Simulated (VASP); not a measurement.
# MoS2 (P-6m2) in VASP: further runs

The runs below take MoS2 through single point, with PBE+D3(BJ).

Everything below comes from runs of VASP 6.6.1. Logs are shortened: lines on timing, memory, paths and dates and some standing lists are left out, and cuts for length are marked.

### Step 1. The cell of the first run

The structure is hexagonal, space group P-6m2 (No. 187). Conventional cell: a = 3.150 Å, b = 3.150 Å, c = 6.481 Å, α = 90.00°, β = 90.00°, γ = 120.00°. Mo (site symmetry -6m2) has 6 S at 2.37 Å within 3.1 Å. Within 3.1 Å of S (site symmetry 3m) lie 3 Mo at 2.37 Å and 1 S at 3.05 Å.

### Step 2. Single point, PBE+D3(BJ) (strain -0.0250 x Voigt [0, 0, 1, 0, 0, 0])

The input, INCAR:

```
SYSTEM = MoS2
PREC     = Accurate       ! precision mode
ENCUT    = 520            ! plane-wave cutoff, eV
EDIFF    = 1E-6           ! SCF threshold, eV
ISMEAR   = 0              ! smearing method
SIGMA    = 0.05           ! smearing width, eV
LREAL    = .FALSE.        ! projectors in reciprocal space
LASPH    = .TRUE.         ! aspherical terms in the spheres
NELM     = 100            ! most SCF steps
ALGO     = Normal         ! electronic algorithm
ISIF     = 2              ! what is computed and relaxed
LWAVE    = .FALSE.        ! write WAVECAR
LCHARG   = .TRUE.         ! write CHGCAR
GGA      = PE             ! functional
IVDW     = 12             ! dispersion correction
LELF     = .TRUE.         ! ELF
LVHAR    = .TRUE.       
NBANDS   = 20             ! bands
```

The input, KPOINTS:

```
regular mesh
0
G
  12 12 4
  0 0 0
```

The input, POSCAR:

```
MoS2
1.0
    3.1497239970      0.0000000000      0.0000000000
   -1.5748619985      2.7277409963      0.0000000000
    0.0000000000      0.0000000000      6.4813540937
Mo S
1 2
Direct
    0.0000000000      0.0000000000      0.0000000000
    0.3333333333      0.6666666667      0.2356692374
    0.3333333333      0.6666666667      0.7643307626
```

Potentials or basis: VASP PAW PBE potentials, release 64 (Mo_sv, S).

On the command line:

```
$ cat potpaw_PBE.64/Mo_sv/POTCAR potpaw_PBE.64/S/POTCAR > POTCAR
$ mpirun -np 1 vasp_std > vasp.out
```

OUTCAR:

```text
SYSTEM = MoS2
   PREC = Accurate
   ENCUT = 520
   EDIFF = 1E-6
   ISMEAR = 0
   LREAL = .FALSE.
   LASPH = .TRUE.
   NELM = 100
   ISIF = 2
   GGA = PE
   IVDW = 12
 IVDW          = 12

 ion  position               nearest neighbor table
   1  0.000  0.000  0.000-   2 2.37   3 2.37   2 2.37   3 2.37   2 2.37   3 2.37
   2  0.333  0.667  0.236-   1 2.37   1 2.37   1 2.37
   3  0.333  0.667  0.764-   1 2.37   1 2.37   1 2.37

  LATTYP: Found a hexagonal cell.
 ALAT       =     3.1497239970
 C/A-ratio  =     2.0577530285

  Lattice vectors:

 A1 = (   3.1497239970,   0.0000000000,   0.0000000000)
 A2 = (  -1.5748619985,   2.7277409963,   0.0000000000)
 A3 = (   0.0000000000,   0.0000000000,   6.4813540937)

Analysis of symmetry for initial positions (statically):
=====================================================================
 Subroutine PRICEL returns:
 Original cell was already a primitive cell.

 Routine SETGRP: Setting up the symmetry group for a
 hexagonal supercell.

 Subroutine GETGRP returns: Found 12 space group operations
 (whereof 12 operations were pure point group operations)
 out of a pool of 24 trial point group operations.

The static configuration has the point symmetry D_3h.

Analysis of symmetry for dynamics (positions and initial velocities):
=====================================================================
 Subroutine PRICEL returns:
 Original cell was already a primitive cell.

 Routine SETGRP: Setting up the symmetry group for a
 hexagonal supercell.

 Subroutine GETGRP returns: Found 12 space group operations
 (whereof 12 operations were pure point group operations)
 out of a pool of 24 trial point group operations.

The dynamic configuration has the point symmetry D_3h.

 Subroutine INISYM returns: Found 12 space group operations
 (whereof 12 operations are pure point group operations),
 and found     1 'primitive' translations

----------------------------------------------------------------------------------------

                                     Primitive cell

  volume of cell :      55.6854

  direct lattice vectors                    reciprocal lattice vectors
     3.149723997  0.000000000  0.000000000     0.317488136  0.183301861  0.000000000
    -1.574861999  2.727740996  0.000000000     0.000000000  0.366603721  0.000000000
     0.000000000  0.000000000  6.481354094     0.000000000  0.000000000  0.154288747

  length of vectors
     3.149723997  3.149723997  6.481354094     0.366603721  0.366603721  0.154288747

  position of ions in fractional coordinates (direct lattice)
     0.000000000  0.000000000  0.000000000
     0.333333333  0.666666667  0.235669237
     0.333333333  0.666666667  0.764330763

  ion indices of the primitive-cell ions
   primitive index   ion index
                 1           1
                 2           2
                 3           3

----------------------------------------------------------------------------------------

 KPOINTS: regular mesh

Automatic generation of k-mesh.
 Grid dimensions read from file:
 generate k-points for:   12   12    4

 Generating k-lattice:

  Cartesian coordinates                     Fractional coordinates (reciprocal lattice)
     0.026457345  0.015275155  0.000000000     0.083333333  0.000000000  0.000000000
     0.000000000  0.030550310  0.000000000     0.000000000  0.083333333  0.000000000
     0.000000000  0.000000000  0.038572187     0.000000000  0.000000000  0.250000000

  Length of vectors
     0.030550310  0.030550310  0.038572187

  Shift w.r.t. Gamma in fractional coordinates (k-lattice)
     0.000000000  0.000000000  0.000000000

 Subroutine IBZKPT returns following result:
 ===========================================

 Found     57 irreducible k-points:

 Following reciprocal coordinates:
            Coordinates               Weight
  0.000000  0.000000  0.000000      1.000000
  0.083333  0.000000  0.000000      6.000000
  0.166667  0.000000  0.000000      6.000000
  0.250000 -0.000000  0.000000      6.000000
  0.333333 -0.000000  0.000000      6.000000
  0.416667  0.000000  0.000000      6.000000
[... 16 lines left out ...]
  0.250000 -0.000000  0.250000     12.000000
  0.333333 -0.000000  0.250000     12.000000
 [... further k-points ...]
   k-points           NKPTS =     57   k-points in BZ     NKDIM =     57   number of bands    NBANDS=     20
   number of dos      NEDOS =    301   number of ions     NIONS =      3
   total plane-waves  NPLWV =  27648
   dimension x,y,z NGX =    24 NGY =   24 NGZ =   48
   dimension x,y,z NGXF=    48 NGYF=   48 NGZF=   96
   ions per type =               1   2
   NGX,Y,Z   is equivalent  to a cutoff of  12.67, 12.67, 12.31 a.u.
   NGXF,Y,Z  is equivalent  to a cutoff of  25.33, 25.33, 24.62 a.u.
 SYSTEM =  MoS2
   PREC   = accura    normal or accurate (medium, high low for compatibility)
   ISTART =      0    job   : 0-new  1-cont  2-samecut
   ICHARG =      2    charge: 1-file 2-atom 10-const
   ISPIN  =      1    spin polarized calculation?
   LNONCOLLINEAR =      F non collinear calculations
   LSORBIT =      F    spin-orbit coupling
   LASPH  =      T    aspherical Exc in radial PAW
   ENCUT  =  520.0 eV  38.22 Ry    6.18 a.u.   5.86  5.86 12.05*2*pi/ulx,y,z
   NELM   =    100;   NELMIN=  2; NELMDL= -5     # of ELM steps
   EDIFF  = 0.1E-05   stopping-criterion for ELM
   LREAL  =      F    real-space projection
   EDIFFG = 0.1E-04   stopping-criterion for IOM
   NSW    =      0    number of steps for IOM
   IBRION =     -1    ionic relax: 0-MD 1-quasi-New 2-CG
   NFREE  =      0    steps in history (QN), initial steepest desc. (CG)
   ISIF   =      2    stress and relaxation
   ISYM   =      2    0-nonsym 1-usesym 2-fastsym
   POTIM  = 0.5000    time-step for ionic-motion
   TEBEG  =    0.0;   TEEND  =   0.0 temperature during run
   PSTRESS=    0.0 pullay stress
   NELECT =      26.0000    total number of electrons
   NUPDOWN=      -1.0000    fix difference up-down
   EMIN   =  10.00;   EMAX   =-10.00  energy-range for DOS
   EFERMI =   0.00;   METHOD = LEGACY
   ISMEAR =     0;   SIGMA  =   0.05  broadening in eV -4-tet -1-fermi 0-gaus
   EFERMI_NEDOS =   21; number of points for ismear=-14 and -15
   IALGO  =     38    algorithm
   IMIX   =      4    mixing-type and parameters
     AMIX     =   0.40;   BMIX     =  1.00
     AMIX_MAG =   1.60;   BMIX_MAG =  1.00
  volume/ion in A,a.u.               =      18.56       125.26
  Fermi-wavevector in a.u.,A,eV,Ry     =   1.270044  2.400035 21.946363  1.613012
  Thomas-Fermi vector in A             =   2.403053
   LORBIT       =      0    0 simple, 1 ext, 2 COOP (PROOUT), +10 PAW based schemes
   GGA     = PE    functional components
   LHFCALC =     F    Hartree Fock is set to
   AEXX    =    0.0000 exact exchange contribution
   IVDW    =    12    specifies the selected vdW correction
   LEPSILON=     F    determine dielectric tensor
   LRPA    =     F    only Hartree local field effects (RPA)
 non-spin polarized calculation
 Gauss-broadening in eV      SIGMA  =   0.05
  energy-cutoff  :      520.00
  volume of cell :       55.69
 maximum number of plane-waves:      1519
 NGX is ok and might be reduce to    24
   NGX = 11   NGY = 11   NGZ = 25

 number of electron      26.0000001 magnetization

 Free energy of the ion-electron system (eV)
  ---------------------------------------------------
  ext. energy  EPLUGINS =         0.00000000
  ---------------------------------------------------
  free energy    TOTEN  =       -21.73743939 eV

  energy without entropy =      -21.73743939  energy(sigma->0) =      -21.73743939

 E-fermi :   7.2395     XC(G=0): -10.4284

 val. band max:        7.0034247347   @ k =   0.0000   0.0000   0.5000
 cond. band min:       8.0275798300   @ k =   0.3333   0.3333   0.0000
 fundamental gap:      1.0241550953
 Fermi energy:         7.2394891610

 k-point     1 :       0.0000    0.0000    0.0000
  band No.  band energies     occupation
      1     -54.4533      2.00000
      2     -28.6335      2.00000
      3     -28.3935      2.00000
      4     -28.3935      2.00000
      5      -8.0325      2.00000
      6      -6.4041      2.00000
[... 12 lines left out ...]
     19      14.6967      0.00000
     20      15.8262      0.00000

 k-point     2 :       0.0833    0.0000    0.0000
  band No.  band energies     occupation
      1     -54.4503      2.00000
      2     -28.6277      2.00000
      3     -28.4227      2.00000
      4     -28.4001      2.00000
      5      -7.9242      2.00000
      6      -6.3662      2.00000
[... 12 lines left out ...]
     19      14.8160      0.00000
     20      16.3052      0.00000

 k-point     3 :       0.1667    0.0000    0.0000
  band No.  band energies     occupation
      1     -54.4423      2.00000
      2     -28.6118      2.00000
      3     -28.5020      2.00000
      4     -28.4180      2.00000
      5      -7.6164      2.00000
      6      -6.2586      2.00000
[... 12 lines left out ...]
     19      15.1842      0.00000
     20      16.3502      0.00000

 k-point     4 :       0.2500   -0.0000    0.0000
  band No.  band energies     occupation
      1     -54.4313      2.00000
      2     -28.6088      2.00000
      3     -28.5899      2.00000
      4     -28.4425      2.00000
      5      -7.1607      2.00000
      6      -6.1010      2.00000
[... 12 lines left out ...]
     19      15.3684      0.00000
     20      15.9702      0.00000

 k-point     5 :       0.3333   -0.0000    0.0000
  band No.  band energies     occupation
      1     -54.4203      2.00000
      2     -28.7138      2.00000
      3     -28.5680      2.00000
      4     -28.4668      2.00000
      5      -6.6490      2.00000
      6      -5.9285      2.00000
[... 12 lines left out ...]
     19      14.3521      0.00000
     20      15.1758      0.00000
[... 353 lines left out ...]
      6      -6.4779      2.00000
[... 12 lines left out ...]
     19      15.1886      0.00000
     20      16.0326      0.00000

 k-point    22 :       0.1667    0.0000    0.2500
  band No.  band energies     occupation
      1     -54.4423      2.00000
      2     -28.6118      2.00000
      3     -28.5020      2.00000
      4     -28.4180      2.00000
      5      -7.5552      2.00000
      6      -6.3615      2.00000
[... 12 lines left out ...]
     19      15.3595      0.00000
     20      16.4183      0.00000

 k-point    23 :       0.2500   -0.0000    0.2500
  band No.  band energies     occupation
      1     -54.4314      2.00000
      2     -28.6088      2.00000
      3     -28.5899      2.00000
      4     -28.4425      2.00000
      5      -7.1012      2.00000
      6      -6.1908      2.00000
[... 12 lines left out ...]
     19      15.2053      0.00000
     20      15.9938      0.00000

 k-point    24 :       0.3333   -0.0000    0.2500
  band No.  band energies     occupation
      1     -54.4204      2.00000
      2     -28.7138      2.00000
      3     -28.5680      2.00000
      4     -28.4668      2.00000
      5      -6.5938      2.00000
      6      -6.0029      2.00000
[... 12 lines left out ...]
     19      14.5651      0.00000
     20      15.2939      0.00000

 [... further k-points ...]

------------------------ aborting loop because EDIFF is reached ----------------------------------------

 Edisp (eV)   -1.22187

 E8    (eV) :    -0.4930

  FORCE on cell =-STRESS in cart. coord.  units (eV):
  Direction    XX          YY          ZZ          XY          YZ          ZX
  --------------------------------------------------------------------------------------
  -------------------------------------------------------------------------------------
  Total       0.80007     0.80007     2.49537     0.00000    -0.00000     0.00000
  in kB      23.01952    23.01952    71.79664     0.00000    -0.00000     0.00000
  external pressure =       39.28 kB  Pullay stress =        0.00 kB

 VOLUME and BASIS-vectors are now :
 -----------------------------------------------------------------------------
  energy-cutoff  :      520.00
  volume of cell :       55.69
      direct lattice vectors                 reciprocal lattice vectors
     3.149723997  0.000000000  0.000000000     0.317488136  0.183301861  0.000000000
    -1.574861999  2.727740996  0.000000000     0.000000000  0.366603721  0.000000000
     0.000000000  0.000000000  6.481354094     0.000000000  0.000000000  0.154288747

 POSITION                                       TOTAL-FORCE (eV/Angst)
 -----------------------------------------------------------------------------------
      0.00000      0.00000      0.00000        -0.000000      0.000000      0.000000
     -0.00000      1.81849      1.52746         0.000000      0.000000      0.726493
     -0.00000      1.81849      4.95390         0.000000      0.000000     -0.726493
 -----------------------------------------------------------------------------------
    total drift:                                0.000000     -0.000000     -0.000000

  FREE ENERGIE OF THE ION-ELECTRON SYSTEM (eV)
  ---------------------------------------------------
  free  energy   TOTEN  =       -22.9593099471 eV

  energy  without entropy=      -22.9593099471  energy(sigma->0) =      -22.95930995
```

Run time: 1.9 min. Hardware: 1 thread of AMD EPYC 7R13, shared host; peak memory 0.18 GiB.

Results:

```
Free energy                : -22.9593 eV
Pressure                   : 3.9 GPa
Largest force              : 0.726 eV/Å
Band gap on the k mesh     : 1.02 eV, indirect (least direct gap 1.69 eV)
Dispersion energy per atom : -0.407 eV
```

Forces on the atoms (eV/Å):
```
Mo   0.000  0.000  0.000
S    0.000  0.000  0.726
S    0.000  0.000 -0.726
```

Stress tensor (GPa, compression positive):
```
2.30 0.00 0.00
0.00 2.30 0.00
0.00 0.00 7.18
```

Levels at points of the mesh, in eV from the valence-band top:
```tsv
k point	band 11	band 12	band 13	band 14	band 15	band 16
(0.00, 0.00, 0.00)	-2.27	-1.50	-1.06	2.25	2.25	2.49
(0.50, 0.00, 0.00)	-2.03	-1.72	-1.54	1.67	2.13	3.76
(0.00, 0.00, 0.50)	-2.29	-2.29	0.00	2.17	2.17	2.61
(0.50, 0.00, 0.50)	-3.03	-1.64	-1.06	1.69	2.32	3.04
```

Caveat: the cell differs from its parent crystal (strain -0.0250 x Voigt [0, 0, 1, 0, 0, 0]).

[end of part 1 of 3]
